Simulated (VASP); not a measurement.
# Ta2W (Fmmm) in VASP: a series of runs

Aim: see how the results for Ta2W move with the level of theory and the settings. Levels: PBE, LDA. Tasks: single point.

Program: VASP 6.6.1. These are calculated values, not measurements. Logs are shortened: lines on timing, memory, paths and dates and some standing lists are left out, and cuts for length are marked.

## Step 1: The cell of the first run

Symmetry: Fmmm, No. 69, orthorhombic system. Conventional cell: a = 3.250 Å, b = 4.675 Å, c = 13.774 Å, α = 90.00°, β = 90.00°, γ = 90.00°. Ta (site symmetry mm2) has 4 W at 2.78 to 3.24 Å and 10 Ta at 2.85 to 3.34 Å within 3.7 Å. Within 3.7 Å of W (site symmetry mmm) lie 8 Ta at 2.78 to 3.24 Å and 6 W at 2.85 to 3.25 Å.

## Step 2: Single point, PBE

File INCAR:

```
SYSTEM = Ta2W
ALGO = Fast ; EDIFF = 1E-7
ENCUT = 520 ; GGA = PE
ISIF = 2 ; ISMEAR = 0
LASPH = .TRUE. ; LCHARG = .FALSE.
LREAL = .FALSE. ; LWAVE = .FALSE.
NBANDS = 25 ; NELM = 80
PREC = Accurate ; SIGMA = 0.1
```

File KPOINTS:

```
k-points
0
G
  18 18 18
  0 0 0
```

File POSCAR:

```
Ta2W
1.0
    0.0000000000      2.3377311000      6.8871124000
    1.6250491000      0.0000000000      6.8871124000
    1.6250491000      2.3377311000      0.0000000000
Ta W
2 1
Direct
    0.1633750000      0.1633750000      0.8366250000
    0.8366250000      0.8366250000      0.1633750000
    0.5000000000      0.5000000000      0.5000000000
```

Potentials or basis: VASP PAW PBE potentials, release 64 (Ta_pv, W_sv).

Command:

```
$ cat potpaw_PBE.64/Ta_pv/POTCAR potpaw_PBE.64/W_sv/POTCAR > POTCAR
$ mpirun -np 1 vasp_std > vasp.out
```

OUTCAR:

```text
SYSTEM = Ta2W
   EDIFF = 1E-7
   ENCUT = 520
   GGA = PE
   ISIF = 2
   ISMEAR = 0
   LASPH = .TRUE.
   LREAL = .FALSE.
   NELM = 80
   PREC = Accurate

 ion  position               nearest neighbor table
   1  0.163  0.163  0.837-   3 2.78   3 2.78   2 2.89   2 2.89   3 3.24   3 3.24   2 3.34   2 3.34

   2  0.837  0.837  0.163-   3 2.78   3 2.78   1 2.89   1 2.89   3 3.24   3 3.24   1 3.34   1 3.34

   3  0.500  0.500  0.500-   1 2.78   1 2.78   2 2.78   2 2.78   2 3.24   1 3.24   1 3.24   2 3.24

  LATTYP: Found a face centered orthorhombic cell.
 ALAT       =     3.2500982000
 B/A-ratio  =     1.4385602872
 C/A-ratio  =     4.2380949597

  Lattice vectors:

 A1 = (   0.0000000000,   2.3377311000,   6.8871124000)
 A2 = (   1.6250491000,   0.0000000000,   6.8871124000)
 A3 = (   1.6250491000,   2.3377311000,   0.0000000000)

Analysis of symmetry for initial positions (statically):
=====================================================================
 Subroutine PRICEL returns:
 Original cell was already a primitive cell.

 Routine SETGRP: Setting up the symmetry group for a
 face centered orthorhombic supercell.

 Subroutine GETGRP returns: Found  8 space group operations
 (whereof  8 operations were pure point group operations)
 out of a pool of  8 trial point group operations.

The static configuration has the point symmetry D_2h.

Analysis of symmetry for dynamics (positions and initial velocities):
=====================================================================
 Subroutine PRICEL returns:
 Original cell was already a primitive cell.

 Routine SETGRP: Setting up the symmetry group for a
 face centered orthorhombic supercell.

 Subroutine GETGRP returns: Found  8 space group operations
 (whereof  8 operations were pure point group operations)
 out of a pool of  8 trial point group operations.

The dynamic configuration has the point symmetry D_2h.

 Subroutine INISYM returns: Found  8 space group operations
 (whereof  8 operations are pure point group operations),
 and found     1 'primitive' translations

----------------------------------------------------------------------------------------

                                     Primitive cell

  volume of cell :      52.3273

  direct lattice vectors                    reciprocal lattice vectors
     0.000000000  2.337731100  6.887112400    -0.307683011  0.213882598  0.072599367
     1.625049100  0.000000000  6.887112400     0.307683011 -0.213882598  0.072599367
     1.625049100  2.337731100  0.000000000     0.307683011  0.213882598 -0.072599367

  length of vectors
     7.273053273  7.076235001  2.847063623     0.381687397  0.381687397  0.381687397

  position of ions in fractional coordinates (direct lattice)
     0.163375000  0.163375000  0.836625000
     0.836625000  0.836625000  0.163375000
     0.500000000  0.500000000  0.500000000

  ion indices of the primitive-cell ions
   primitive index   ion index
                 1           1
                 2           2
                 3           3

----------------------------------------------------------------------------------------

 KPOINTS: k-points

Automatic generation of k-mesh.
 Grid dimensions read from file:
 generate k-points for:   18   18   18

 Generating k-lattice:

  Cartesian coordinates                     Fractional coordinates (reciprocal lattice)
    -0.017093501  0.011882367  0.004033298     0.055555556 -0.000000000 -0.000000000
     0.017093501 -0.011882367  0.004033298     0.000000000  0.055555556  0.000000000
     0.017093501  0.011882367 -0.004033298     0.000000000  0.000000000  0.055555556

  Length of vectors
     0.021204855  0.021204855  0.021204855

  Shift w.r.t. Gamma in fractional coordinates (k-lattice)
     0.000000000  0.000000000  0.000000000

 Subroutine IBZKPT returns following result:
 ===========================================

 Found    865 irreducible k-points:

 Following reciprocal coordinates:
            Coordinates               Weight
  0.000000  0.000000  0.000000      1.000000
  0.055556  0.000000 -0.000000      8.000000
  0.111111  0.000000 -0.000000      8.000000
  0.166667  0.000000 -0.000000      8.000000
  0.222222  0.000000 -0.000000      8.000000
  0.277778  0.000000 -0.000000      8.000000
[... 16 lines left out ...]
 -0.277778  0.055556  0.000000      8.000000
 -0.222222  0.055556  0.000000      8.000000
 [... further k-points ...]
   k-points           NKPTS =    865   k-points in BZ     NKDIM =    865   number of bands    NBANDS=     25
   number of dos      NEDOS =    301   number of ions     NIONS =      3
   total plane-waves  NPLWV =  69984
   dimension x,y,z NGX =    54 NGY =   54 NGZ =   24
   dimension x,y,z NGXF=   108 NGYF=  108 NGZF=   48
   ions per type =               2   1
   NGX,Y,Z   is equivalent  to a cutoff of  12.34, 12.69, 14.01 a.u.
   NGXF,Y,Z  is equivalent  to a cutoff of  24.69, 25.37, 28.03 a.u.
 SYSTEM =  Ta2W
   PREC   = accura    normal or accurate (medium, high low for compatibility)
   ISTART =      0    job   : 0-new  1-cont  2-samecut
   ICHARG =      2    charge: 1-file 2-atom 10-const
   ISPIN  =      1    spin polarized calculation?
   LNONCOLLINEAR =      F non collinear calculations
   LSORBIT =      F    spin-orbit coupling
   LASPH  =      T    aspherical Exc in radial PAW
   ENCUT  =  520.0 eV  38.22 Ry    6.18 a.u.  13.52 13.16  5.29*2*pi/ulx,y,z
   NELM   =     80;   NELMIN=  2; NELMDL= -5     # of ELM steps
   EDIFF  = 0.1E-06   stopping-criterion for ELM
   LREAL  =      F    real-space projection
   EDIFFG = 0.1E-05   stopping-criterion for IOM
   NSW    =      0    number of steps for IOM
   IBRION =     -1    ionic relax: 0-MD 1-quasi-New 2-CG
   NFREE  =      0    steps in history (QN), initial steepest desc. (CG)
   ISIF   =      2    stress and relaxation
   ISYM   =      2    0-nonsym 1-usesym 2-fastsym
   POTIM  = 0.5000    time-step for ionic-motion
   TEBEG  =    0.0;   TEEND  =   0.0 temperature during run
   PSTRESS=    0.0 pullay stress
   NELECT =      36.0000    total number of electrons
   NUPDOWN=      -1.0000    fix difference up-down
   EMIN   =  10.00;   EMAX   =-10.00  energy-range for DOS
   EFERMI =   0.00;   METHOD = LEGACY
   ISMEAR =     0;   SIGMA  =   0.10  broadening in eV -4-tet -1-fermi 0-gaus
   EFERMI_NEDOS =   21; number of points for ismear=-14 and -15
   IALGO  =     68    algorithm
   IMIX   =      4    mixing-type and parameters
     AMIX     =   0.40;   BMIX     =  1.00
     AMIX_MAG =   1.60;   BMIX_MAG =  1.00
  volume/ion in A,a.u.               =      17.44       117.71
  Fermi-wavevector in a.u.,A,eV,Ry     =   1.445217  2.731063 28.417821  2.088651
  Thomas-Fermi vector in A             =   2.563423
   LORBIT       =      0    0 simple, 1 ext, 2 COOP (PROOUT), +10 PAW based schemes
   GGA     = PE    functional components
   LHFCALC =     F    Hartree Fock is set to
   AEXX    =    0.0000 exact exchange contribution
   IVDW    =     0    specifies the selected vdW correction
   LEPSILON=     F    determine dielectric tensor
   LRPA    =     F    only Hartree local field effects (RPA)
 non-spin polarized calculation
 RMM-DIIS sequential band-by-band and
 Gauss-broadening in eV      SIGMA  =   0.10
  energy-cutoff  :      520.00
  volume of cell :       52.33
 maximum number of plane-waves:      1430
   NGX = 27   NGY = 27   NGZ = 11

 number of electron      35.9999999 magnetization

 Free energy of the ion-electron system (eV)
  ---------------------------------------------------
  ext. energy  EPLUGINS =         0.00000000
  ---------------------------------------------------
  free energy    TOTEN  =       -36.69499179 eV

  energy without entropy =      -36.68040792  energy(sigma->0) =      -36.68769985

 E-fermi :   7.0081     XC(G=0): -12.8862

 val. band max:        7.0073642154   @ k =   0.2222  -0.4444   0.0556
 cond. band min:       7.0090846283   @ k =  -0.3333   0.3333   0.2222
 fundamental gap:      0.0017204129
 Fermi energy:         7.0080697463

 k-point     1 :       0.0000    0.0000    0.0000
  band No.  band energies     occupation
      1     -66.4226      2.00000
      2     -30.6837      2.00000
      3     -30.3812      2.00000
      4     -30.2272      2.00000
      5     -26.9533      2.00000
      6     -26.3380      2.00000
[... 17 lines left out ...]
     24      10.8695      0.00000
     25      11.3855      0.00000

 k-point     2 :       0.0556    0.0000   -0.0000
  band No.  band energies     occupation
      1     -66.4213      2.00000
      2     -30.6808      2.00000
      3     -30.3926      2.00000
      4     -30.2384      2.00000
      5     -26.9452      2.00000
      6     -26.3633      2.00000
[... 17 lines left out ...]
     24      10.8420      0.00000
     25      11.4900      0.00000

 k-point     3 :       0.1111    0.0000   -0.0000
  band No.  band energies     occupation
      1     -66.4177      2.00000
      2     -30.6726      2.00000
      3     -30.4323      2.00000
      4     -30.2634      2.00000
      5     -26.9224      2.00000
      6     -26.4180      2.00000
[... 17 lines left out ...]
     24      10.8218      0.00000
     25      11.3867      0.00000

 k-point     4 :       0.1667    0.0000   -0.0000
  band No.  band energies     occupation
      1     -66.4121      2.00000
      2     -30.6600      2.00000
      3     -30.5070      2.00000
      4     -30.2866      2.00000
      5     -26.8902      2.00000
      6     -26.5057      2.00000
[... 17 lines left out ...]
     24      10.8808      0.00000
     25      11.3582      0.00000
[... 477 lines left out ...]
 k-point    22 :      -0.3333    0.0556    0.0000
  band No.  band energies     occupation
      1     -66.3856      2.00000
      2     -30.9108      2.00000
      3     -30.5993      2.00000
      4     -30.3305      2.00000
      5     -27.0137      2.00000
      6     -26.9892      2.00000
[... 17 lines left out ...]
     24      11.9447      0.00000
     25      12.0769      0.00000

 k-point    23 :      -0.2778    0.0556    0.0000
  band No.  band energies     occupation
      1     -66.3912      2.00000
      2     -30.8255      2.00000
      3     -30.6122      2.00000
      4     -30.3241      2.00000
      5     -26.9196      2.00000
      6     -26.8870      2.00000
[... 17 lines left out ...]
     24      11.3216      0.00000
     25      11.7844      0.00000

 k-point    24 :      -0.2222    0.0556    0.0000
  band No.  band energies     occupation
      1     -66.3981      2.00000
      2     -30.7204      2.00000
      3     -30.6278      2.00000
      4     -30.3152      2.00000
      5     -26.8566      2.00000
      6     -26.7577      2.00000
[... 17 lines left out ...]
     24      11.2131      0.00000
     25      11.6060      0.00000

 [... further k-points ...]

------------------------ aborting loop because EDIFF is reached ----------------------------------------

  FORCE on cell =-STRESS in cart. coord.  units (eV):
  Direction    XX          YY          ZZ          XY          YZ          ZX
  --------------------------------------------------------------------------------------
  -------------------------------------------------------------------------------------
  Total        0.0808905      0.0490957      0.1003398     -0.0000000      0.0000000      0.0000000
  in kB        2.4767365      1.5032301      3.0722430     -0.0000000      0.0000000      0.0000000
  external PRESSURE =       2.3507365 kB  Pullay stress =       0.0000000 kB

 VOLUME and BASIS-vectors are now :
 -----------------------------------------------------------------------------
  energy-cutoff  :      520.00
  volume of cell :       52.33
      direct lattice vectors                 reciprocal lattice vectors
     0.000000000  2.337731100  6.887112400    -0.307683011  0.213882598  0.072599367
     1.625049100  0.000000000  6.887112400     0.307683011 -0.213882598  0.072599367
     1.625049100  2.337731100  0.000000000     0.307683011  0.213882598 -0.072599367

 POSITION                                       TOTAL-FORCE (eV/Angst)
 -----------------------------------------------------------------------------------
      1.62505      2.33773      2.25036         0.000000     -0.000000      0.010455
      1.62505      2.33773     11.52386         0.000000     -0.000000     -0.010455
      1.62505      2.33773      6.88711         0.000000      0.000000      0.000000
 -----------------------------------------------------------------------------------
    total drift:                                0.000000      0.000000      0.000000

  FREE ENERGIE OF THE ION-ELECTRON SYSTEM (eV)
  ---------------------------------------------------
  free  energy   TOTEN  =       -36.6949917862 eV

  energy  without entropy=      -36.6804079205  energy(sigma->0) =      -36.68769985
```

Wall time 29 min (1 thread of AMD EPYC 9R45 (Zen 5), shared host); peak memory 1.1 GiB.

What came out:

| Property | Result |
| --- | --- |
| Free energy | -36.6950 eV |
| Pressure | 0.2 GPa |
| Largest force | 0.010 eV/Å |
| Band gap on the k mesh | zero (bands 18 and 19 overlap by 3.10 eV) |

Forces in eV/Å, atoms in the order of the input:
```
Ta   0.000  0.000  0.010
Ta   0.000  0.000 -0.010
W    0.000  0.000  0.000
```

Caveat: spin-orbit coupling is left out, which moves the levels of the heavy elements.

## Step 3: Single point, LDA

File INCAR:

```
PREC = Accurate ; ENCUT = 520
EDIFF = 1E-6 ; ISMEAR = 0
SIGMA = 0.1 ; LREAL = False
LASPH = True ; NELM = 100
ALGO = Fast ; ISIF = 2
LWAVE = False ; LCHARG = False
NBANDS = 25
```

File KPOINTS:

```
Automatic mesh
0
Gamma
  18 18 18
```

POSCAR is that of step 2.

Potentials or basis: VASP PAW LDA potentials, release 64 (Ta_pv, W_sv).

Command:

```
$ cat potpaw_LDA.64/Ta_pv/POTCAR potpaw_LDA.64/W_sv/POTCAR > POTCAR
$ mpirun -np 1 vasp_std > vasp.out
```

Wall time 86 min (1 thread of Intel Xeon 8259CL, shared host); peak memory 1.1 GiB.

The run converged. Its results:

```
Free energy            : -39.8141 eV
Pressure               : -11.7 GPa
Largest force          : 0.075 eV/Å
Band gap on the k mesh : zero (bands 18 and 19 overlap by 3.10 eV)
```

Forces on the atoms (eV/Å):
```
Ta   0.000  0.000 -0.075
Ta   0.000  0.000  0.075
W    0.000  0.000  0.000
```

Stress tensor (GPa, compression positive):
```
-11.70   0.00   0.00
  0.00 -11.43   0.00
  0.00   0.00 -11.85
```

Levels at points of the mesh, in eV from the Fermi level:
```csv
k point,band 15,band 16,band 17,band 18,band 19,band 20,band 21,band 22
"(0.00, 0.00, 0.00)",-0.99,-0.47,0.03,0.13,0.18,0.52,2.53,2.77
"(0.50, 0.00, 0.00)",-1.79,-1.52,-0.26,-0.18,1.67,2.50,3.17,3.61
"(0.50, 0.50, 0.00)",-0.31,-0.17,-0.02,0.12,0.75,1.77,1.97,2.02
"(0.50, 0.00, 0.50)",-3.05,-2.03,1.44,2.41,2.76,2.88,3.08,3.54
"(0.00, 0.50, 0.50)",-1.19,-0.94,-0.82,-0.19,1.48,1.82,5.33,6.41
```

Caveat: the cell stands under tension; spin-orbit coupling is left out, which moves the levels of the heavy elements.
